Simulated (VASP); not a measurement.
Wanted: the native input for a VASP 6.6.1 run.

* Task: single point
* Functional: BLYP
* Dispersion: D3(BJ)
* Potentials or basis: VASP PAW PBE potentials, release 64 (Mg, Se)
* Cutoff: 600 eV
* k mesh: 8 × 8 × 8
* Occupations: gaussian, width 0.05 eV
* Spin: no spin polarisation
* Dipole correction: no
* Further INCAR settings: ALGO = Normal; EDIFF = 1e-06; NBANDS = 11

The structure of MgSe lies in POSCAR:

```
MgSe
1.0
    0.0000000000      2.6564775751      2.6564775751
    2.6564775751      0.0000000000      2.6564775751
    2.6564775751      2.6564775751      0.0000000000
Mg Se
1 1
Direct
    0.0000000000      0.0000000000      0.0000000000
    0.5000000000      0.5000000000      0.5000000000
```

The input as run:

INCAR

```
AGGAC = 1.0
AGGAX = 1.0
ALDAC = 0.0
ALDAX = 1.0
ALGO = Normal
EDIFF = 1E-6
ENCUT = 600
GGA = B5
GGA_COMPAT = F
ISIF = 2
ISMEAR = 0
IVDW = 12
LASPH = T
LCHARG = F
LREAL = F
LWAVE = F
NBANDS = 11
NELM = 120
PREC = Accurate
SIGMA = 0.05
VDW_A1 = 0.4298
VDW_A2 = 4.2359
VDW_S6 = 1.0
VDW_S8 = 2.6996
```

KPOINTS

```
k-points
0
Gamma
  8 8 8
```

Potentials or basis: VASP PAW PBE potentials, release 64 (Mg, Se).

Launch:

```sh
$ cat potpaw_PBE.64/Mg/POTCAR potpaw_PBE.64/Se/POTCAR > POTCAR
$ mpirun -np 1 vasp_std > vasp.out
```

It gave:

```
Pressure                   : 3.2 GPa
Band gap on the k mesh     : 2.01 eV (least direct gap 3.33 eV)
Dispersion energy per atom : -0.914 eV
```

Caveat: the cell stands under pressure; the PAW data sets were made with another functional, which shifts forces and pressure a little.

It took 19 s on 1 thread of AMD EPYC 7R13 Processor (Zen 3) (shared host), peak memory 0.15 GiB.
